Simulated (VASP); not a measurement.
# LiH (I4/mmm) in VASP: further runs, part 2 of 2

VASP 6.6.1. Earlier steps stand in the parts before.

**3. Single point, LDA (strain -0.0200 x Voigt [0, 1, 0, 0, 0, 0])**

File INCAR:

```
SYSTEM = LiH
PREC = Accurate ; ENCUT = 520
EDIFF = 1E-6 ; ISMEAR = 0
SIGMA = 0.05 ; LREAL = .FALSE.
LASPH = .TRUE. ; NELM = 100
ALGO = Normal ; ISIF = 2
LWAVE = .FALSE. ; LCHARG = .FALSE.
NBANDS = 9
```

File KPOINTS:

```
regular mesh
0
G
  10 10 10
  0 0 0
```

File POSCAR:

```
LiH
1.0
    0.0000000000      1.9918500000      2.0325000000
    2.0325000000      0.0000000000      2.0325000000
    2.0325000000      1.9918500000      0.0000000000
Li H
1 1
Direct
    0.0000000000      0.0000000000      0.0000000000
    0.5000000000      0.5000000000      0.5000000000
```

Potentials or basis: VASP PAW LDA potentials, release 64 (Li_sv, H).

Launch:

```bash
$ cat potpaw_LDA.64/Li_sv/POTCAR potpaw_LDA.64/H/POTCAR > POTCAR
$ mpirun -np 1 vasp_std > vasp.out
```

OUTCAR:

```text
SYSTEM = LiH
   PREC = Accurate
   ENCUT = 520
   EDIFF = 1E-6
   ISMEAR = 0
   LREAL = .FALSE.
   LASPH = .TRUE.
   NELM = 100
   ISIF = 2

 ion  position               nearest neighbor table
   1  0.000  0.000  0.000-
   2  0.500  0.500  0.500-

  LATTYP: Found a body centered tetragonal cell.
 ALAT       =     2.8743890655
 C/A-ratio  =     1.3859292911

  Lattice vectors:

 A1 = (   0.0000000000,  -1.9918500000,   2.0325000000)
 A2 = (   0.0000000000,  -1.9918500000,  -2.0325000000)
 A3 = (   2.0325000000,   1.9918500000,   0.0000000000)

Analysis of symmetry for initial positions (statically):
=====================================================================
 Subroutine PRICEL returns:
 Original cell was already a primitive cell.

 Routine SETGRP: Setting up the symmetry group for a
 body centered tetragonal supercell.

 Subroutine GETGRP returns: Found 16 space group operations
 (whereof 16 operations were pure point group operations)
 out of a pool of 16 trial point group operations.

The static configuration has the point symmetry D_4h.

Analysis of symmetry for dynamics (positions and initial velocities):
=====================================================================
 Subroutine PRICEL returns:
 Original cell was already a primitive cell.

 Routine SETGRP: Setting up the symmetry group for a
 body centered tetragonal supercell.

 Subroutine GETGRP returns: Found 16 space group operations
 (whereof 16 operations were pure point group operations)
 out of a pool of 16 trial point group operations.

The dynamic configuration has the point symmetry D_4h.

 Subroutine INISYM returns: Found 16 space group operations
 (whereof 16 operations are pure point group operations),
 and found     1 'primitive' translations

----------------------------------------------------------------------------------------

                                     Primitive cell

  volume of cell :      16.4569

  direct lattice vectors                    reciprocal lattice vectors
     0.000000000  1.991850000  2.032500000    -0.246002460  0.251022918  0.246002460
     2.032500000  0.000000000  2.032500000     0.246002460 -0.251022918  0.246002460
     2.032500000  1.991850000  0.000000000     0.246002460  0.251022918 -0.246002460

  length of vectors
     2.845790342  2.874389066  2.845790342     0.429006907  0.429006907  0.429006907

  position of ions in fractional coordinates (direct lattice)
     0.000000000  0.000000000  0.000000000
     0.500000000  0.500000000  0.500000000

  ion indices of the primitive-cell ions
   primitive index   ion index
                 1           1
                 2           2

----------------------------------------------------------------------------------------

 KPOINTS: regular mesh

Automatic generation of k-mesh.
 Grid dimensions read from file:
 generate k-points for:   10   10   10

 Generating k-lattice:

  Cartesian coordinates                     Fractional coordinates (reciprocal lattice)
    -0.024600246  0.025102292  0.024600246     0.100000000  0.000000000  0.000000000
     0.024600246 -0.025102292  0.024600246    -0.000000000  0.100000000 -0.000000000
     0.024600246  0.025102292 -0.024600246     0.000000000  0.000000000  0.100000000

  Length of vectors
     0.042900691  0.042900691  0.042900691

  Shift w.r.t. Gamma in fractional coordinates (k-lattice)
     0.000000000  0.000000000  0.000000000

 Subroutine IBZKPT returns following result:
 ===========================================

 Found    102 irreducible k-points:

 Following reciprocal coordinates:
            Coordinates               Weight
  0.000000  0.000000  0.000000      1.000000
  0.100000  0.000000 -0.000000      8.000000
  0.200000  0.000000 -0.000000      8.000000
  0.300000  0.000000  0.000000      8.000000
  0.400000  0.000000 -0.000000      8.000000
  0.500000  0.000000  0.000000      4.000000
[... 16 lines left out ...]
  0.300000  0.300000  0.000000      4.000000
  0.400000  0.300000 -0.000000     16.000000
 [... further k-points ...]
   k-points           NKPTS =    102   k-points in BZ     NKDIM =    102   number of bands    NBANDS=      9
   number of dos      NEDOS =    301   number of ions     NIONS =      2
   total plane-waves  NPLWV =  13824
   dimension x,y,z NGX =    24 NGY =   24 NGZ =   24
   dimension x,y,z NGXF=    48 NGYF=   48 NGZF=   48
   ions per type =               1   1
   NGX,Y,Z   is equivalent  to a cutoff of  14.02, 13.88, 14.02 a.u.
   NGXF,Y,Z  is equivalent  to a cutoff of  28.04, 27.76, 28.04 a.u.
 SYSTEM =  LiH
   PREC   = accura    normal or accurate (medium, high low for compatibility)
   ISTART =      0    job   : 0-new  1-cont  2-samecut
   ICHARG =      2    charge: 1-file 2-atom 10-const
   ISPIN  =      1    spin polarized calculation?
   LNONCOLLINEAR =      F non collinear calculations
   LSORBIT =      F    spin-orbit coupling
   LASPH  =      T    aspherical Exc in radial PAW
   ENCUT  =  520.0 eV  38.22 Ry    6.18 a.u.   5.29  5.34  5.29*2*pi/ulx,y,z
   NELM   =    100;   NELMIN=  2; NELMDL= -5     # of ELM steps
   EDIFF  = 0.1E-05   stopping-criterion for ELM
   LREAL  =      F    real-space projection
   EDIFFG = 0.1E-04   stopping-criterion for IOM
   NSW    =      0    number of steps for IOM
   IBRION =     -1    ionic relax: 0-MD 1-quasi-New 2-CG
   NFREE  =      0    steps in history (QN), initial steepest desc. (CG)
   ISIF   =      2    stress and relaxation
   ISYM   =      2    0-nonsym 1-usesym 2-fastsym
   POTIM  = 0.5000    time-step for ionic-motion
   TEBEG  =    0.0;   TEEND  =   0.0 temperature during run
   PSTRESS=    0.0 pullay stress
   NELECT =       4.0000    total number of electrons
   NUPDOWN=      -1.0000    fix difference up-down
   EMIN   =  10.00;   EMAX   =-10.00  energy-range for DOS
   EFERMI =   0.00;   METHOD = LEGACY
   ISMEAR =     0;   SIGMA  =   0.05  broadening in eV -4-tet -1-fermi 0-gaus
   EFERMI_NEDOS =   21; number of points for ismear=-14 and -15
   IALGO  =     38    algorithm
   IMIX   =      4    mixing-type and parameters
     AMIX     =   0.40;   BMIX     =  1.00
     AMIX_MAG =   1.60;   BMIX_MAG =  1.00
  volume/ion in A,a.u.               =       8.23        55.53
  Fermi-wavevector in a.u.,A,eV,Ry     =   1.021674  1.930684 14.201997  1.043817
  Thomas-Fermi vector in A             =   2.155311
   LORBIT       =      0    0 simple, 1 ext, 2 COOP (PROOUT), +10 PAW based schemes
   GGA     = CA    functional components
   LHFCALC =     F    Hartree Fock is set to
   AEXX    =    0.0000 exact exchange contribution
   IVDW    =     0    specifies the selected vdW correction
   LEPSILON=     F    determine dielectric tensor
   LRPA    =     F    only Hartree local field effects (RPA)
 non-spin polarized calculation
 Gauss-broadening in eV      SIGMA  =   0.05
  energy-cutoff  :      520.00
  volume of cell :       16.46
 maximum number of plane-waves:       457
 NGX is ok and might be reduce to    24
   NGX = 11   NGY = 11   NGZ = 11

 number of electron       3.9999996 magnetization

 Free energy of the ion-electron system (eV)
  ---------------------------------------------------
  ext. energy  EPLUGINS =         0.00000000
  ---------------------------------------------------
  free energy    TOTEN  =        -6.47862767 eV

  energy without entropy =       -6.47862767  energy(sigma->0) =       -6.47862767

 E-fermi :   0.3944     XC(G=0):  -8.7349

 val. band max:        0.2051126098   @ k =   0.5000   0.0000   0.5000
 cond. band min:       2.6396071993   @ k =   0.5000   0.5000   0.0000
 fundamental gap:      2.4344945895
 Fermi energy:         0.3943647444

 k-point     1 :       0.0000    0.0000    0.0000
  band No.  band energies     occupation
      1     -43.3833      2.00000
      2      -5.3731      2.00000
      3      15.9344      0.00000
      4      17.1784      0.00000
      5      17.3479      0.00000
      6      17.3479      0.00000
      7      22.0475      0.00000
      8      22.0475      0.00000
      9      22.1622      0.00000
[... 265 lines left out ...]
 k-point    24 :       0.4000    0.3000   -0.0000
  band No.  band energies     occupation
      1     -43.3331      2.00000
      2      -2.3128      2.00000
      3       6.3993      0.00000
      4      10.1589      0.00000
      5      11.4592      0.00000
      6      15.8956      0.00000
      7      17.1144      0.00000
      8      28.8072      0.00000
      9      29.6461      0.00000

 [... further k-points ...]

------------------------ aborting loop because EDIFF is reached ----------------------------------------

  FORCE on cell =-STRESS in cart. coord.  units (eV):
  Direction    XX          YY          ZZ          XY          YZ          ZX
  --------------------------------------------------------------------------------------
  -------------------------------------------------------------------------------------
  Total       -0.4065701     -0.2700231     -0.4065701      0.0000000     -0.0000000      0.0000000
  in kB      -39.5820474    -26.2883763    -39.5820474      0.0000000     -0.0000000      0.0000000
  external PRESSURE =     -35.1508237 kB  Pullay stress =       0.0000000 kB

 VOLUME and BASIS-vectors are now :
 -----------------------------------------------------------------------------
  energy-cutoff  :      520.00
  volume of cell :       16.46
      direct lattice vectors                 reciprocal lattice vectors
     0.000000000  1.991850000  2.032500000    -0.246002460  0.251022918  0.246002460
     2.032500000  0.000000000  2.032500000     0.246002460 -0.251022918  0.246002460
     2.032500000  1.991850000  0.000000000     0.246002460  0.251022918 -0.246002460

 POSITION                                       TOTAL-FORCE (eV/Angst)
 -----------------------------------------------------------------------------------
      0.00000      0.00000      0.00000        -0.000000      0.000000      0.000000
      2.03250      1.99185      2.03250         0.000000      0.000000     -0.000000
 -----------------------------------------------------------------------------------
    total drift:                                0.000000     -0.000000     -0.000000

  FREE ENERGIE OF THE ION-ELECTRON SYSTEM (eV)
  ---------------------------------------------------
  free  energy   TOTEN  =        -6.4786276728 eV

  energy  without entropy=       -6.4786276728  energy(sigma->0) =       -6.47862767
```

OSZICAR:

```text
N       E                     dE             d eps       ncg     rms          rms(c)
DAV:   1    -0.206051267904E+01   -0.20605E+01   -0.14860E+03  1868   0.402E+02
DAV:   2    -0.666984938719E+01   -0.46093E+01   -0.45788E+01  2668   0.561E+01
DAV:   3    -0.673099530443E+01   -0.61146E-01   -0.61131E-01  2207   0.523E+00
DAV:   4    -0.673134367359E+01   -0.34837E-03   -0.34834E-03  2595   0.334E-01
DAV:   5    -0.673134470290E+01   -0.10293E-05   -0.10293E-05  2280   0.145E-02    0.279E+00
DAV:   6    -0.654086764391E+01    0.19048E+00   -0.17089E-01  2069   0.118E+00    0.136E+00
DAV:   7    -0.647789247915E+01    0.62975E-01   -0.19758E-01  2205   0.140E+00    0.199E-01
DAV:   8    -0.647868407177E+01   -0.79159E-03   -0.39227E-03  2053   0.431E-01    0.441E-02
DAV:   9    -0.647862745689E+01    0.56615E-04   -0.19213E-04  2303   0.508E-02    0.570E-03
DAV:  10    -0.647862767280E+01   -0.21591E-06   -0.55485E-06  2169   0.176E-02
   1 F= -.64786277E+01 E0= -.64786277E+01  d E =-.169221E-10
```

Wall time 32 s (1 thread of AMD EPYC 7R13, shared host); peak memory 0.1 GiB.

Results:

```
Free energy            : -6.4786 eV
Band gap on the k mesh : 2.43 eV, indirect (least direct gap 2.59 eV)
```

Caveat: the cell differs from its parent crystal (strain -0.0200 x Voigt [0, 1, 0, 0, 0, 0]); the cutoff is under 1.25 times the usual one of these potentials, so pressure, stress and relaxed cells hold a basis-set (Pulay) error.
